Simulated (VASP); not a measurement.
Runs of VASP 6.6.1 on Ga. The structure is that of space group I4/mmm (No. 139), or close to it. The cells are those of the table. 

```csv
level,potentials or basis,cell,k mesh,grid for exact exchange (PRECFOCK),share of exact exchange,gap on the mesh (eV),pressure (GPa)
PBE0,"VASP PAW PBE potentials, release 64 (Ga_d)","a = 2.988 Å, angles 125.6, 125.6, 80.5°, 1 atom",6 × 6 × 6,Normal,0.25,none,(a)
revPBE,"VASP PAW PBE potentials, release 64 (Ga_d)","a = 3.029 Å, angles 125.6, 125.6, 80.5°, 1 atom",13 × 13 × 13,-,-,none,5.1
RPBE,"VASP PAW PBE potentials, release 64 (Ga_d)","a = 3.029 Å, angles 125.6, 125.6, 80.5°, 1 atom",13 × 13 × 13,-,-,none,5.7
LDA,"VASP PAW LDA potentials, release 64 (Ga_d)","a = 3.029 Å, angles 125.6, 125.6, 80.5°, 1 atom",13 × 13 × 13,-,-,none,-2.3
```

Alike in all rows: no spin polarisation; cutoff (eV) 520; smearing fermi-dirac 0.05 eV.

**Question.** Estimate the missing entries.

**Answer.** (a) 6.1.

Caveats: some runs use coarse meshes; the PAW data sets were made with another functional, which shifts forces and pressure a little (at least some runs); the cell stands under pressure (at least some runs).

A k mesh can miss the band edges, and the runs leave out spin-orbit coupling on Ga.

A gap of «none» marks levels without a gap at the run's occupations.
